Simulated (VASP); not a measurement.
Set up this calculation in VASP 6.6.1, as the native input.

* Task: single point
* Functional: PBE-based screened hybrid
* Potentials or basis: VASP PAW PBE potentials, release 64 (Pb_d, S)
* Cutoff: 520 eV
* k mesh: 4 × 4 × 4
* Occupations: gaussian, width 0.05 eV
* Spin: no spin polarisation
* Dipole correction: no
* Grid for exact exchange (PRECFOCK): Normal
* Share of exact exchange: 0.4
* Further INCAR settings: ALGO = Normal; EDIFF = 1e-06; NBANDS = 17
* Screening parameter: 0.20787 1/Å

The system is PbS.

```xyz
2
Lattice="0.0000 2.9650 2.9650 2.9650 0.0000 2.9650 2.9650 2.9650 0.0000" Properties=species:S:1:pos:R:3 pbc="T T T"
Pb    2.9650    2.9650    2.9650
S     0.0000    0.0000    0.0000
```

One way to write it, as run:

POSCAR

```
PbS
1.0
    0.0000000000      2.9650006778      2.9650006778
    2.9650006778      0.0000000000      2.9650006778
    2.9650006778      2.9650006778      0.0000000000
Pb S
1 1
Direct
    0.5000000000      0.5000000000      0.5000000000
    0.0000000000      0.0000000000      0.0000000000
```

INCAR.step1

```
SYSTEM = PbS
PREC = Accurate ; ENCUT = 520
EDIFF = 1E-5 ; ISMEAR = 0
SIGMA = 0.05 ; LREAL = .FALSE.
LASPH = .TRUE. ; NELM = 80
ALGO = Normal ; ISIF = 2
LWAVE = .TRUE. ; LCHARG = .FALSE.
GGA = PE ; NBANDS = 17
```

INCAR.step2

```
SYSTEM = PbS
PREC = Accurate ; ENCUT = 520
EDIFF = 1E-6 ; ISMEAR = 0
SIGMA = 0.05 ; LREAL = .FALSE.
LASPH = .TRUE. ; NELM = 80
ALGO = Normal ; ISIF = 2
LWAVE = .FALSE. ; LCHARG = .FALSE.
GGA = PE ; LHFCALC = .TRUE.
AEXX = 0.4 ; HFSCREEN = 0.20787
PRECFOCK = Normal ; ISTART = 1
NBANDS = 17
```

KPOINTS

```
regular mesh
0
G
  4 4 4
  0 0 0
```

Potentials or basis: VASP PAW PBE potentials, release 64 (Pb_d, S).

Run with:

```sh
$ cat potpaw_PBE.64/Pb_d/POTCAR potpaw_PBE.64/S/POTCAR > POTCAR
$ cp INCAR.step1 INCAR
$ mpirun -np 1 vasp_std > vasp.out
$ cp INCAR.step2 INCAR
$ mpirun -np 1 vasp_std > vasp.out
```

Results of the run:

The pressure is 0.6 GPa. The band gap on the k mesh is 1.09 eV, direct.

Caveat: the k points lie up to 0.46 Å⁻¹ apart; the PAW data sets were made with another functional, which shifts forces and pressure a little; spin-orbit coupling is left out, which moves the levels of the heavy elements.

Wall time 5 min on 1 thread of Intel(R) Xeon(R) Platinum 8488C (Sapphire Rapids) (shared host), peak memory 0.28 GiB.
